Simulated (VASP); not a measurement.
# MgS (F-43m) in VASP: further runs

Aim: see how the results for MgS move with the level of theory and the settings. Levels: PBE, r2SCAN. Tasks: single point.

All numbers are computed with VASP 6.6.1; they aren't measurements. Logs are shortened: lines on timing, memory, paths and dates and some standing lists are left out, and cuts for length are marked.

## (1) The cell of the first run

Symmetry: F-43m, No. 216, cubic system. The conventional cell has a = 5.662 Å, b = 5.662 Å, c = 5.662 Å, α = 90.00°, β = 90.00°, γ = 90.00°. Within 3.2 Å of Mg (site symmetry -43m) lie 4 S at 2.45 Å. Within 3.2 Å of S (site symmetry -43m) lie 4 Mg at 2.45 Å.

## (2) Single point, PBE

Input file INCAR:

```
ALGO = Normal
EDIFF = 1E-7
ENCUT = 520
GGA = PE
ISIF = 2
ISMEAR = 0
LASPH = T
LCHARG = F
LREAL = F
LWAVE = F
NBANDS = 11
NELM = 80
PREC = Accurate
SIGMA = 0.01
```

Input file KPOINTS:

```
k-points
0
Gamma
  8 8 8
```

Input file POSCAR:

```
MgS
1.0
    0.0000000000      2.8308768404      2.8308768404
    2.8308768404      0.0000000000      2.8308768404
    2.8308768404      2.8308768404      0.0000000000
Mg S
1 1
Direct
    0.0000000000      0.0000000000      0.0000000000
    0.2500000000      0.2500000000      0.2500000000
```

Potentials or basis: VASP PAW PBE potentials, release 64 (Mg, S).

Started as:

```bash
$ cat potpaw_PBE.64/Mg/POTCAR potpaw_PBE.64/S/POTCAR > POTCAR
$ mpirun -np 1 vasp_std > vasp.out
```

OUTCAR:

```text
EDIFF = 1E-7
   ENCUT = 520
   GGA = PE
   ISIF = 2
   ISMEAR = 0
   LASPH = T
   LREAL = F
   NELM = 80
   PREC = Accurate

 ion  position               nearest neighbor table
   1  0.000  0.000  0.000-   2 2.45   2 2.45   2 2.45   2 2.45
   2  0.250  0.250  0.250-   1 2.45   1 2.45   1 2.45   1 2.45

  LATTYP: Found a face centered cubic cell.
 ALAT       =     5.6617536808

  Lattice vectors:

 A1 = (   0.0000000000,   2.8308768404,   2.8308768404)
 A2 = (   2.8308768404,   0.0000000000,   2.8308768404)
 A3 = (   2.8308768404,   2.8308768404,   0.0000000000)

Analysis of symmetry for initial positions (statically):
=====================================================================
 Subroutine PRICEL returns:
 Original cell was already a primitive cell.

 Routine SETGRP: Setting up the symmetry group for a
 face centered cubic supercell.

 Subroutine GETGRP returns: Found 24 space group operations
 (whereof 24 operations were pure point group operations)
 out of a pool of 48 trial point group operations.

The static configuration has the point symmetry T_d .

Analysis of symmetry for dynamics (positions and initial velocities):
=====================================================================
 Subroutine PRICEL returns:
 Original cell was already a primitive cell.

 Routine SETGRP: Setting up the symmetry group for a
 face centered cubic supercell.

 Subroutine GETGRP returns: Found 24 space group operations
 (whereof 24 operations were pure point group operations)
 out of a pool of 48 trial point group operations.

The dynamic configuration has the point symmetry T_d .

 Subroutine INISYM returns: Found 24 space group operations
 (whereof 24 operations are pure point group operations),
 and found     1 'primitive' translations

----------------------------------------------------------------------------------------

                                     Primitive cell

  volume of cell :      45.3725

  direct lattice vectors                    reciprocal lattice vectors
     0.000000000  2.830876840  2.830876840    -0.176623721  0.176623721  0.176623721
     2.830876840  0.000000000  2.830876840     0.176623721 -0.176623721  0.176623721
     2.830876840  2.830876840  0.000000000     0.176623721  0.176623721 -0.176623721

  length of vectors
     4.003464421  4.003464421  4.003464421     0.305921258  0.305921258  0.305921258

  position of ions in fractional coordinates (direct lattice)
     0.000000000  0.000000000  0.000000000
     0.250000000  0.250000000  0.250000000

  ion indices of the primitive-cell ions
   primitive index   ion index
                 1           1
                 2           2

----------------------------------------------------------------------------------------

 KPOINTS: k-points

Automatic generation of k-mesh.
 Grid dimensions read from file:
 generate k-points for:    8    8    8

 Generating k-lattice:

  Cartesian coordinates                     Fractional coordinates (reciprocal lattice)
    -0.022077965  0.022077965  0.022077965     0.125000000  0.000000000  0.000000000
     0.022077965 -0.022077965  0.022077965     0.000000000  0.125000000  0.000000000
     0.022077965  0.022077965 -0.022077965     0.000000000  0.000000000  0.125000000

  Length of vectors
     0.038240157  0.038240157  0.038240157

  Shift w.r.t. Gamma in fractional coordinates (k-lattice)
     0.000000000  0.000000000  0.000000000

 Subroutine IBZKPT returns following result:
 ===========================================

 Found     29 irreducible k-points:

 Following reciprocal coordinates:
            Coordinates               Weight
  0.000000  0.000000  0.000000      1.000000
  0.125000  0.000000  0.000000      8.000000
  0.250000  0.000000  0.000000      8.000000
  0.375000  0.000000  0.000000      8.000000
  0.500000  0.000000  0.000000      4.000000
  0.125000  0.125000  0.000000      6.000000
[... 16 lines left out ...]
  0.500000  0.250000  0.125000     48.000000
 -0.375000  0.250000  0.125000     24.000000
 [... further k-points ...]
   k-points           NKPTS =     29   k-points in BZ     NKDIM =     29   number of bands    NBANDS=     11
   number of dos      NEDOS =    301   number of ions     NIONS =      2
   total plane-waves  NPLWV =  27000
   dimension x,y,z NGX =    30 NGY =   30 NGZ =   30
   dimension x,y,z NGXF=    60 NGYF=   60 NGZF=   60
   ions per type =               1   1
   NGX,Y,Z   is equivalent  to a cutoff of  12.46, 12.46, 12.46 a.u.
   NGXF,Y,Z  is equivalent  to a cutoff of  24.92, 24.92, 24.92 a.u.
 SYSTEM =  unknown system
   PREC   = accura    normal or accurate (medium, high low for compatibility)
   ISTART =      0    job   : 0-new  1-cont  2-samecut
   ICHARG =      2    charge: 1-file 2-atom 10-const
   ISPIN  =      1    spin polarized calculation?
   LNONCOLLINEAR =      F non collinear calculations
   LSORBIT =      F    spin-orbit coupling
   LASPH  =      T    aspherical Exc in radial PAW
   ENCUT  =  520.0 eV  38.22 Ry    6.18 a.u.   7.44  7.44  7.44*2*pi/ulx,y,z
   NELM   =     80;   NELMIN=  2; NELMDL= -5     # of ELM steps
   EDIFF  = 0.1E-06   stopping-criterion for ELM
   LREAL  =      F    real-space projection
   EDIFFG = 0.1E-05   stopping-criterion for IOM
   NSW    =      0    number of steps for IOM
   IBRION =     -1    ionic relax: 0-MD 1-quasi-New 2-CG
   NFREE  =      0    steps in history (QN), initial steepest desc. (CG)
   ISIF   =      2    stress and relaxation
   ISYM   =      2    0-nonsym 1-usesym 2-fastsym
   POTIM  = 0.5000    time-step for ionic-motion
   TEBEG  =    0.0;   TEEND  =   0.0 temperature during run
   PSTRESS=    0.0 pullay stress
   NELECT =       8.0000    total number of electrons
   NUPDOWN=      -1.0000    fix difference up-down
   EMIN   =  10.00;   EMAX   =-10.00  energy-range for DOS
   EFERMI =   0.00;   METHOD = LEGACY
   ISMEAR =     0;   SIGMA  =   0.01  broadening in eV -4-tet -1-fermi 0-gaus
   EFERMI_NEDOS =   21; number of points for ismear=-14 and -15
   IALGO  =     38    algorithm
   IMIX   =      4    mixing-type and parameters
     AMIX     =   0.40;   BMIX     =  1.00
     AMIX_MAG =   1.60;   BMIX_MAG =  1.00
  volume/ion in A,a.u.               =      22.69       153.09
  Fermi-wavevector in a.u.,A,eV,Ry     =   0.917995  1.734760 11.465842  0.842716
  Thomas-Fermi vector in A             =   2.043027
   LORBIT       =      0    0 simple, 1 ext, 2 COOP (PROOUT), +10 PAW based schemes
   GGA     = PE    functional components
   LHFCALC =     F    Hartree Fock is set to
   AEXX    =    0.0000 exact exchange contribution
   IVDW    =     0    specifies the selected vdW correction
   LEPSILON=     F    determine dielectric tensor
   LRPA    =     F    only Hartree local field effects (RPA)
 non-spin polarized calculation
 Gauss-broadening in eV      SIGMA  =   0.01
  energy-cutoff  :      520.00
  volume of cell :       45.37
 maximum number of plane-waves:      1243
 NGX is ok and might be reduce to    30
   NGX = 15   NGY = 15   NGZ = 15

 number of electron       8.0000001 magnetization

 Free energy of the ion-electron system (eV)
  ---------------------------------------------------
  ext. energy  EPLUGINS =         0.00000000
  ---------------------------------------------------
  free energy    TOTEN  =        -8.47066603 eV

  energy without entropy =       -8.47066603  energy(sigma->0) =       -8.47066603

 E-fermi :   1.1264     XC(G=0):  -8.3901

 val. band max:        1.0631110828   @ k =   0.0000   0.0000   0.0000
 cond. band min:       4.5213897183   @ k =   0.0000   0.0000   0.0000
 fundamental gap:      3.4582786355
 Fermi energy:         1.1263531503

 k-point     1 :       0.0000    0.0000    0.0000
  band No.  band energies     occupation
      1     -10.2041      2.00000
      2       1.0631      2.00000
      3       1.0631      2.00000
      4       1.0631      2.00000
      5       4.5214      0.00000
      6       9.0133      0.00000
      7       9.0133      0.00000
      8       9.0133      0.00000
      9      11.8944      0.00000
     10      11.8944      0.00000
     11      14.7873      0.00000

 k-point     2 :       0.1250    0.0000    0.0000
  band No.  band energies     occupation
      1     -10.1169      2.00000
      2       0.3837      2.00000
      3       1.0100      2.00000
      4       1.0100      2.00000
      5       5.1808      0.00000
      6       8.8236      0.00000
      7       9.1906      0.00000
      8       9.1906      0.00000
      9      11.4377      0.00000
     10      11.4377      0.00000
     11      14.1855      0.00000

 k-point     3 :       0.2500    0.0000    0.0000
  band No.  band energies     occupation
      1      -9.8909      2.00000
      2      -0.7864      2.00000
      3       0.8900      2.00000
      4       0.8900      2.00000
      5       6.0350      0.00000
      6       8.8559      0.00000
      7       9.2273      0.00000
      8       9.2273      0.00000
      9      11.4905      0.00000
     10      11.4905      0.00000
     11      13.3202      0.00000

 k-point     4 :       0.3750    0.0000    0.0000
  band No.  band energies     occupation
      1      -9.6382      2.00000
      2      -1.7115      2.00000
      3       0.7799      2.00000
      4       0.7799      2.00000
      5       6.2102      0.00000
      6       8.8719      0.00000
      7       8.8719      0.00000
      8       9.4242      0.00000
      9      12.7871      0.00000
     10      12.7871      0.00000
     11      13.3166      0.00000
[... 239 lines left out ...]
 k-point    22 :       0.3750    0.2500    0.1250
  band No.  band energies     occupation
      1      -9.7160      2.00000
      2      -0.9925      2.00000
      3       0.2218      2.00000
      4       0.6873      2.00000
      5       6.7760      0.00000
      6       7.9945      0.00000
      7       8.6723      0.00000
      8      10.2751      0.00000
      9      10.7905      0.00000
     10      13.4432      0.00000
     11      15.4941      0.00000

 k-point    23 :       0.5000    0.2500    0.1250
  band No.  band energies     occupation
      1      -9.5063      2.00000
      2      -1.4938      2.00000
      3      -0.1265      2.00000
      4       0.5120      2.00000
      5       7.0494      0.00000
      6       7.8370      0.00000
      7       8.9685      0.00000
      8      10.1208      0.00000
      9      11.9269      0.00000
     10      14.5593      0.00000
     11      15.1022      0.00000

 k-point    24 :      -0.3750    0.2500    0.1250
  band No.  band energies     occupation
      1      -9.4132      2.00000
      2      -1.7101      2.00000
      3      -0.2304      2.00000
      4       0.4179      2.00000
      5       7.1247      0.00000
      6       7.5581      0.00000
      7       9.8000      0.00000
      8       9.9297      0.00000
      9      12.4615      0.00000
     10      13.9038      0.00000
     11      15.2399      0.00000

 [... further k-points ...]
[... 5 lines left out ...]
  --------------------------------------------------------------------------------------
  -------------------------------------------------------------------------------------
  Total        0.2641506      0.2641506      0.2641506      0.0000000      0.0000000      0.0000000
  in kB        9.3275844      9.3275844      9.3275844      0.0000000      0.0000000      0.0000000
  external PRESSURE =       9.3275844 kB  Pullay stress =       0.0000000 kB

 VOLUME and BASIS-vectors are now :
 -----------------------------------------------------------------------------
  energy-cutoff  :      520.00
  volume of cell :       45.37
      direct lattice vectors                 reciprocal lattice vectors
     0.000000000  2.830876840  2.830876840    -0.176623721  0.176623721  0.176623721
     2.830876840  0.000000000  2.830876840     0.176623721 -0.176623721  0.176623721
     2.830876840  2.830876840  0.000000000     0.176623721  0.176623721 -0.176623721

 POSITION                                       TOTAL-FORCE (eV/Angst)
 -----------------------------------------------------------------------------------
      0.00000      0.00000      0.00000         0.000000      0.000000      0.000000
      1.41544      1.41544      1.41544        -0.000000     -0.000000     -0.000000
 -----------------------------------------------------------------------------------
    total drift:                                0.000000      0.000000      0.000000

  FREE ENERGIE OF THE ION-ELECTRON SYSTEM (eV)
  ---------------------------------------------------
  free  energy   TOTEN  =        -8.4706660260 eV

  energy  without entropy=       -8.4706660260  energy(sigma->0) =       -8.47066603
```

Wall time 7.4 s (1 thread of Intel Xeon 6975P-C (Granite Rapids), shared host); peak memory 0.17 GiB.

What came out:

- Free energy: -8.4707 eV
- Pressure: 0.9 GPa
- Band gap on the k mesh: 3.46 eV, direct

A k mesh can miss the band edges.

## (3) Single point, r2SCAN

POSCAR is that of step 2.

Input file INCAR.step1:

```
SYSTEM = MgS
PREC = Accurate ; ENCUT = 520
ISMEAR = 0 ; SIGMA = 0.01
LREAL = .False. ; LASPH = .True.
NELM = 100 ; NBANDS = 11
GGA = PE ; ALGO = Normal
EDIFF = 1E-4 ; LWAVE = .True.
LCHARG = .False.
```

Input file INCAR.step2:

```
SYSTEM = MgS
PREC = Accurate ; ENCUT = 520
EDIFF = 1E-6 ; ISMEAR = 0
SIGMA = 0.01 ; LREAL = .False.
LASPH = .True. ; NELM = 100
ALGO = Normal ; ISIF = 2
LWAVE = .False. ; LCHARG = .False.
METAGGA = R2SCAN ; LMIXTAU = .True.
NBANDS = 11 ; ISTART = 1
```

Input file KPOINTS:

```
regular mesh
0
Gamma
  6 6 6
  0 0 0
```

Potentials or basis: VASP PAW PBE potentials, release 64 (Mg, S).

Started as:

```bash
$ cat potpaw_PBE.64/Mg/POTCAR potpaw_PBE.64/S/POTCAR > POTCAR
$ cp INCAR.step1 INCAR
$ mpirun -np 1 vasp_std > vasp.out
$ cp INCAR.step2 INCAR
$ mpirun -np 1 vasp_std > vasp.out
```

Run time: 24 s. Hardware: 1 thread of Intel Xeon 6975P-C (Granite Rapids), shared host; peak memory 0.16 GiB.

Results (log left out):

| Item | Value |
| --- | --- |
| Free energy | -15.4503 eV |
| Pressure | -0.3 GPa |
| Band gap on the k mesh | 4.13 eV, direct |

Levels at points of the mesh, in eV from the valence-band top:
```csv
k point,band 1,band 2,band 3,band 4,band 5,band 6,band 7,band 8,band 9
"(0.00, 0.00, 0.00)",-11.74,0.00,0.00,0.00,4.13,8.59,8.59,8.59,11.46
"(0.50, 0.00, 0.00)",-11.04,-3.15,-0.33,-0.33,5.79,8.21,8.21,9.27,13.83
"(0.50, 0.50, 0.00)",-10.82,-2.82,-1.05,-1.05,4.32,6.26,12.13,13.27,13.27
```

Caveat: the PAW data sets were made with another functional, which shifts forces and pressure a little. A k mesh can miss the band edges.

(Part 1 of 2 ends here.)
